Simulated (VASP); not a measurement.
# CdS (Hawleyite) (F-43m) in VASP: settings compared, part 2 of 2

VASP 6.6.1. Earlier steps stand in the parts before.

### 3 Single point, r2SCAN, non-collinear spin, zero start, spin-orbit coupling

Contents of POSCAR:

```
CdS
1.0
    0.0000000000      2.9165000000      2.9165000000
    2.9165000000      0.0000000000      2.9165000000
    2.9165000000      2.9165000000      0.0000000000
Cd S
1 1
Direct
    0.0000000000      0.0000000000      0.0000000000
    0.7500000000      0.7500000000      0.7500000000
```

Contents of INCAR.step1:

```
PREC     = Accurate       # precision mode
ENCUT    = 520            # plane-wave cutoff, eV
ISMEAR   = -1             # smearing method
SIGMA    = 0.05           # smearing width, eV
LREAL    = False          # projectors in reciprocal space
LASPH    = True           # aspherical terms in the spheres
NELM     = 150            # most SCF steps
MAGMOM   = 0 0 0 0 0 0    # initial moments
LSORBIT  = True           # spin-orbit coupling
GGA_COMPAT= False        
NBANDS   = 30             # bands
GGA      = PE             # functional
ALGO     = Normal         # electronic algorithm
EDIFF    = 1E-4           # SCF threshold, eV
LWAVE    = True           # write WAVECAR
LCHARG   = False          # write CHGCAR
```

Contents of INCAR.step2:

```
PREC     = Accurate       # precision mode
ENCUT    = 520            # plane-wave cutoff, eV
EDIFF    = 1E-6           # SCF threshold, eV
ISMEAR   = -1             # smearing method
SIGMA    = 0.05           # smearing width, eV
LREAL    = False          # projectors in reciprocal space
LASPH    = True           # aspherical terms in the spheres
NELM     = 150            # most SCF steps
ALGO     = Normal         # electronic algorithm
ISIF     = 2              # what is computed and relaxed
LWAVE    = False          # write WAVECAR
LCHARG   = False          # write CHGCAR
MAGMOM   = 0 0 0 0 0 0    # initial moments
LORBIT   = 11             # projections on sites
LSORBIT  = True           # spin-orbit coupling
GGA_COMPAT= False        
LORBMOM  = True         
METAGGA  = R2SCAN         # meta-GGA
LMIXTAU  = True         
NBANDS   = 30             # bands
ISTART   = 1
```

Contents of KPOINTS:

```
Automatic mesh
0
Gamma
  6 6 6
```

Potentials or basis: VASP PAW PBE potentials, release 64 (Cd, S).

Command:

```sh
cat potpaw_PBE.64/Cd/POTCAR potpaw_PBE.64/S/POTCAR > POTCAR
cp INCAR.step1 INCAR
mpirun -np 1 vasp_ncl > vasp.out
cp INCAR.step2 INCAR
mpirun -np 1 vasp_ncl > vasp.out
```

OUTCAR:

```text
PREC = Accurate
   ENCUT = 520
   EDIFF = 1E-6
   ISMEAR = -1
   LREAL = False
   LASPH = True
   NELM = 150
   ISIF = 2
   LORBIT = 11
   LSORBIT = True
   METAGGA = R2SCAN
   ISTART = 1

 ion  position               nearest neighbor table
   1  0.000  0.000  0.000-   2 2.53   2 2.53   2 2.53   2 2.53
   2  0.750  0.750  0.750-   1 2.53   1 2.53   1 2.53   1 2.53

  LATTYP: Found a face centered cubic cell.
 ALAT       =     5.8330000000

  Lattice vectors:

 A1 = (   0.0000000000,   2.9165000000,   2.9165000000)
 A2 = (   2.9165000000,   0.0000000000,   2.9165000000)
 A3 = (   2.9165000000,   2.9165000000,   0.0000000000)

Analysis of symmetry for initial positions (statically):
=====================================================================
 Subroutine PRICEL returns:
 Original cell was already a primitive cell.

 Routine SETGRP: Setting up the symmetry group for a
 face centered cubic supercell.

 Subroutine GETGRP returns: Found 24 space group operations
 (whereof 24 operations were pure point group operations)
 out of a pool of 48 trial point group operations.

The static configuration has the point symmetry T_d .

Analysis of symmetry for dynamics (positions and initial velocities):
=====================================================================
 Subroutine PRICEL returns:
 Original cell was already a primitive cell.

 Routine SETGRP: Setting up the symmetry group for a
 face centered cubic supercell.

 Subroutine GETGRP returns: Found 24 space group operations
 (whereof 24 operations were pure point group operations)
 out of a pool of 48 trial point group operations.

The dynamic configuration has the point symmetry T_d .

Analysis of structural, dynamic, and magnetic symmetry:
=====================================================================
 Subroutine PRICEL returns:
 Original cell was already a primitive cell.

 Routine SETGRP: Setting up the symmetry group for a
 face centered cubic supercell.

 Subroutine GETGRP returns: Found 24 space group operations
 (whereof 24 operations were pure point group operations)
 out of a pool of 48 trial point group operations.

The overall configuration has the point symmetry T_d .

 Subroutine INISYM returns: Found 24 space group operations
 (whereof 24 operations are pure point group operations),
 and found     1 'primitive' translations

----------------------------------------------------------------------------------------

                                     Primitive cell

  volume of cell :      49.6153

  direct lattice vectors                    reciprocal lattice vectors
     0.000000000  2.916500000  2.916500000    -0.171438368  0.171438368  0.171438368
     2.916500000  0.000000000  2.916500000     0.171438368 -0.171438368  0.171438368
     2.916500000  2.916500000  0.000000000     0.171438368  0.171438368 -0.171438368

  length of vectors
     4.124553855  4.124553855  4.124553855     0.296939964  0.296939964  0.296939964

  position of ions in fractional coordinates (direct lattice)
[... 862 lines left out ...]
  FORCE on cell =-STRESS in cart. coord.  units (eV):
  Direction    XX          YY          ZZ          XY          YZ          ZX
  --------------------------------------------------------------------------------------
  -------------------------------------------------------------------------------------
  Total        0.5509537      0.5509537      0.5509537      0.0000000     -0.0000000      0.0000000
  in kB       17.7913845     17.7913845     17.7913845      0.0000000     -0.0000000      0.0000000
  external PRESSURE =      17.7913845 kB  Pullay stress =       0.0000000 kB

 VOLUME and BASIS-vectors are now :
 -----------------------------------------------------------------------------
  energy-cutoff  :      520.00
  volume of cell :       49.62
      direct lattice vectors                 reciprocal lattice vectors
     0.000000000  2.916500000  2.916500000    -0.171438368  0.171438368  0.171438368
     2.916500000  0.000000000  2.916500000     0.171438368 -0.171438368  0.171438368
     2.916500000  2.916500000  0.000000000     0.171438368  0.171438368 -0.171438368

 POSITION                                       TOTAL-FORCE (eV/Angst)
 -----------------------------------------------------------------------------------
      0.00000      0.00000      0.00000        -0.000000     -0.000000     -0.000000
      4.37475      4.37475      4.37475         0.000000      0.000000      0.000000
 -----------------------------------------------------------------------------------
    total drift:                               -0.000000     -0.000000     -0.000000

  FREE ENERGIE OF THE ION-ELECTRON SYSTEM (eV)
  ---------------------------------------------------
  free  energy   TOTEN  =       -29.7047605965 eV

  energy  without entropy=      -29.7047605929  energy(sigma->0) =      -29.70476059

 orbital moment (x)

 # of ion     p       d       tot
 ----------------------------------------
  1         0.000  -0.000  -0.000
  2        -0.000   0.000  -0.000
 ----------------------------------------
            0.000  -0.000  -0.000

 orbital moment (y)

 # of ion     p       d       tot
 ----------------------------------------
  1        -0.000  -0.000  -0.000
  2        -0.000   0.000  -0.000
 ----------------------------------------
           -0.000  -0.000  -0.000

 orbital moment (z)

 # of ion     p       d       tot
 ----------------------------------------
  1        -0.000  -0.000  -0.000
  2         0.000   0.000   0.000
 ----------------------------------------
           -0.000  -0.000  -0.000

 Spin-Orbit-Coupling matrix elements

 Ion:    1  E_soc:     -0.0545099
 l=   1
     0.0000000    -0.0022591    -0.0022591
    -0.0022591     0.0000000    -0.0022591
    -0.0022591    -0.0022591     0.0000000
 l=   2
     0.0000000    -0.0013957     0.0000000    -0.0013957    -0.0054302
    -0.0013957     0.0000000    -0.0040726    -0.0013957    -0.0013575
     0.0000000    -0.0040726     0.0000000    -0.0040726     0.0000000
    -0.0013957    -0.0013957    -0.0040726     0.0000000    -0.0013575
    -0.0054302    -0.0013575     0.0000000    -0.0013575     0.0000000
 l=   3
     0.0000000     0.0000000     0.0000000     0.0000000     0.0000000     0.0000000     0.0000000
     0.0000000     0.0000000     0.0000000     0.0000000     0.0000000     0.0000000     0.0000000
     0.0000000     0.0000000     0.0000000     0.0000000     0.0000000     0.0000000     0.0000000
     0.0000000     0.0000000     0.0000000     0.0000000     0.0000000     0.0000000     0.0000000
     0.0000000     0.0000000     0.0000000     0.0000000     0.0000000     0.0000000     0.0000000
     0.0000000     0.0000000     0.0000000     0.0000000     0.0000000     0.0000000     0.0000000
     0.0000000     0.0000000     0.0000000     0.0000000     0.0000000     0.0000000     0.0000000

 Ion:    2  E_soc:     -0.0019512
 l=   1
     0.0000000    -0.0003252    -0.0003252
    -0.0003252     0.0000000    -0.0003252
    -0.0003252    -0.0003252     0.0000000
 l=   2
     0.0000000     0.0000000     0.0000000     0.0000000     0.0000000
     0.0000000     0.0000000     0.0000000     0.0000000     0.0000000
     0.0000000     0.0000000     0.0000000     0.0000000     0.0000000
     0.0000000     0.0000000     0.0000000     0.0000000     0.0000000
     0.0000000     0.0000000     0.0000000     0.0000000     0.0000000
 l=   3
     0.0000000     0.0000000     0.0000000     0.0000000     0.0000000     0.0000000     0.0000000
     0.0000000     0.0000000     0.0000000     0.0000000     0.0000000     0.0000000     0.0000000
     0.0000000     0.0000000     0.0000000     0.0000000     0.0000000     0.0000000     0.0000000
     0.0000000     0.0000000     0.0000000     0.0000000     0.0000000     0.0000000     0.0000000
     0.0000000     0.0000000     0.0000000     0.0000000     0.0000000     0.0000000     0.0000000
     0.0000000     0.0000000     0.0000000     0.0000000     0.0000000     0.0000000     0.0000000
     0.0000000     0.0000000     0.0000000     0.0000000     0.0000000     0.0000000     0.0000000

 total charge

# of ion       s       p       d       tot
------------------------------------------
    1        0.406   0.322   9.582  10.310
    2        1.310   2.434   0.000   3.744
--------------------------------------------------
tot          1.717   2.756   9.582  14.054

 magnetization (x)

# of ion       s       p       d       tot
------------------------------------------
    1       -0.000   0.000  -0.000  -0.000
    2       -0.000  -0.000   0.000  -0.000
--------------------------------------------------
tot         -0.000  -0.000  -0.000  -0.000

 magnetization (y)

# of ion       s       p       d       tot
------------------------------------------
    1       -0.000   0.000   0.000   0.000
    2       -0.000   0.000   0.000  -0.000
--------------------------------------------------
tot         -0.000   0.000   0.000   0.000

 magnetization (z)

# of ion       s       p       d       tot
------------------------------------------
    1       -0.000   0.000  -0.000  -0.000
    2        0.000   0.000   0.000   0.000
--------------------------------------------------
tot          0.000   0.000  -0.000   0.000
```

Wall time 4.9 min (1 thread of Intel Xeon Platinum 8259CL at 2.50GHz (Skylake/Cascade Lake), shared host); peak memory 0.38 GiB.

Results:

- Free energy: -29.7048 eV
- Pressure: 1.8 GPa
- Net moment: 0.00 μB per cell
- Valence electrons inside the program's atomic spheres: Cd 10.31; S 3.74

Moments on the atoms (μB; x, y, z):
```
Cd  0.00 0.00 0.00
S   0.00 0.00 0.00
```

Caveat: the PAW data sets were made with another functional, which shifts forces and pressure a little.

### 4 Single point, LDA

This run uses another cell than the first one, of 23.84 Å³/atom, 0.961 times its volume.

Contents of INCAR:

```
SYSTEM = CdS
PREC = Accurate
ENCUT = 520
EDIFF = 1E-7
ISMEAR = -1
SIGMA = 0.05
LREAL = .False.
LASPH = .True.
NELM = 100
ALGO = Normal
ISIF = 2
LWAVE = .False.
LCHARG = .False.
GGA = CA
NBANDS = 16
```

Contents of KPOINTS:

```
regular mesh
0
Gamma
  8 8 8
  0 0 0
```

Contents of POSCAR:

```
CdS
1.0
    0.0000000000      2.8782543891      2.8782543891
    2.8782543891      0.0000000000      2.8782543891
    2.8782543891      2.8782543891      0.0000000000
Cd S
1 1
Direct
    0.0000000000      0.0000000000      0.0000000000
    0.7500000000      0.7500000000      0.7500000000
```

Potentials or basis: VASP PAW LDA potentials, release 64 (Cd, S).

Command:

```sh
cat potpaw_LDA.64/Cd/POTCAR potpaw_LDA.64/S/POTCAR > POTCAR
mpirun -np 1 vasp_std > vasp.out
```

Wall time 35 s (1 thread of AMD EPYC 7R43 (Zen 3), shared host); peak memory 0.11 GiB.

It converged, with:

```yaml
Free_energy: -7.4067 eV
Pressure: 0.6 GPa
Band_gap_on_the_k_mesh: 0.98 eV, direct
```

Levels at points of the mesh, in eV from the valence-band top:
```csv
k point,band 6,band 7,band 8,band 9,band 10,band 11,band 12,band 13
"(0.00, 0.00, 0.00)",-7.40,0.00,0.00,0.00,0.98,6.35,6.35,6.35
"(0.50, 0.00, 0.00)",-6.98,-4.77,-0.83,-0.83,2.84,6.84,6.84,7.34
"(0.50, 0.50, 0.00)",-6.91,-4.23,-2.07,-2.07,3.24,4.21,9.13,10.78
```

### 5 Single point, PBE

Contents of INCAR:

```
SYSTEM = CdS
PREC     = Accurate       ! precision mode
ENCUT    = 520            ! plane-wave cutoff, eV
EDIFF    = 1E-7           ! SCF threshold, eV
ISMEAR   = 0              ! smearing method
SIGMA    = 0.011          ! smearing width, eV
LREAL    = .FALSE.        ! projectors in reciprocal space
LASPH    = .TRUE.         ! aspherical terms in the spheres
NELM     = 80             ! most SCF steps
ALGO     = Normal         ! electronic algorithm
ISIF     = 2              ! what is computed and relaxed
LWAVE    = .FALSE.        ! write WAVECAR
LCHARG   = .TRUE.         ! write CHGCAR
GGA      = PE             ! functional
LELF     = .TRUE.         ! ELF
LVHAR    = .TRUE.       
NBANDS   = 16             ! bands
```

Contents of KPOINTS:

```
Automatic mesh
0
G
  8 8 8
  0 0 0
```

Contents of POSCAR:

```
CdS
1.0
    0.0000000000      2.9165000000      2.9165000000
    2.9165000000      0.0000000000      2.9165000000
    2.9165000000      2.9165000000      0.0000000000
Cd S
1 1
Direct
    0.0000000000      0.0000000000      0.0000000000
    0.7500000000      0.7500000000      0.7500000000
```

Potentials or basis: VASP PAW PBE potentials, release 64 (Cd, S).

Command:

```sh
cat potpaw_PBE.64/Cd/POTCAR potpaw_PBE.64/S/POTCAR > POTCAR
mpirun -np 1 vasp_std > vasp.out
```

It took 47 s on 1 thread of AMD EPYC 7R43 (Zen 3), shared host; peak memory 0.14 GiB.

It converged, with:

- Free energy: -6.1213 eV
- Pressure: 3.2 GPa
- Band gap on the k mesh: 1.15 eV, direct

Levels at points of the mesh, in eV from the valence-band top:
| k point | band 7 | band 8 | band 9 | band 10 | band 11 | band 12 |
| --- | --- | --- | --- | --- | --- | --- |
| (0.00, 0.00, 0.00) | 0.00 | 0.00 | 0.00 | 1.15 | 6.55 | 6.55 |
| (0.50, 0.00, 0.00) | -4.40 | -0.75 | -0.75 | 3.02 | 7.01 | 7.01 |
| (0.50, 0.50, 0.00) | -3.95 | -1.88 | -1.88 | 3.55 | 4.35 | 9.23 |

### 6 Single point, LDA

Contents of INCAR:

```
ALGO = Normal
EDIFF = 1E-6
ENCUT = 520
ISIF = 2
ISMEAR = -1
LASPH = T
LCHARG = T
LELF = T
LREAL = F
LVHAR = T
LWAVE = F
NBANDS = 16
NELM = 60
PREC = Accurate
SIGMA = 0.05
```

Contents of KPOINTS:

```
k-points
0
Gamma
  8 8 8
```

POSCAR is that of step 5.

Potentials or basis: VASP PAW LDA potentials, release 64 (Cd, S).

Command:

```sh
cat potpaw_LDA.64/Cd/POTCAR potpaw_LDA.64/S/POTCAR > POTCAR
mpirun -np 1 vasp_std > vasp.out
```

Wall time 38 s (1 thread of AMD EPYC 7R43 (Zen 3), shared host); peak memory 0.12 GiB.

It converged, with:

```yaml
Free_energy: -7.3978 eV
Pressure: -2.0 GPa
Band_gap_on_the_k_mesh: 0.89 eV, direct
```

Levels at points of the mesh, in eV from the valence-band top:
```csv
k point,band 7,band 8,band 9,band 10,band 11,band 12
"(0.00, 0.00, 0.00)",0.00,0.00,0.00,0.89,6.36,6.36
"(0.50, 0.00, 0.00)",-4.52,-0.77,-0.77,2.78,6.84,6.84
"(0.50, 0.50, 0.00)",-4.06,-1.92,-1.92,3.31,4.17,8.96
```

### 7 Summary

| level | potentials or basis | spin | cell | k mesh | smearing | gap on the mesh (eV) | pressure (GPa) |
| --- | --- | --- | --- | --- | --- | --- | --- |
| PBE | VASP PAW PBE potentials, release 64 (Cd, S) | off | a = 4.125 Å, angles 60.0°, 2 atoms | 8 × 8 × 8 | gaussian 0.024 eV | 1.15 | 3.2 |
| r2SCAN | VASP PAW PBE potentials, release 64 (Cd, S) | non-collinear, zero start, SOC | a = 4.125 Å, angles 60.0°, 2 atoms | 6 × 6 × 6 | fermi-dirac 0.05 eV | - | 1.8 |
| LDA | VASP PAW LDA potentials, release 64 (Cd, S) | off | a = 4.070 Å, angles 60.0°, 2 atoms | 8 × 8 × 8 | fermi-dirac 0.05 eV | 0.98 | 0.6 |
| PBE | VASP PAW PBE potentials, release 64 (Cd, S) | off | a = 4.125 Å, angles 60.0°, 2 atoms | 8 × 8 × 8 | gaussian 0.011 eV | 1.15 | 3.2 |
| LDA | VASP PAW LDA potentials, release 64 (Cd, S) | off | a = 4.125 Å, angles 60.0°, 2 atoms | 8 × 8 × 8 | fermi-dirac 0.05 eV | 0.89 | -2.0 |

Alike in all rows: task single point; cutoff (eV) 520.

Caveats: the PAW data sets were made with another functional, which shifts forces and pressure a little (some runs).

Absolute energies hang on the potentials; compare differences alone.
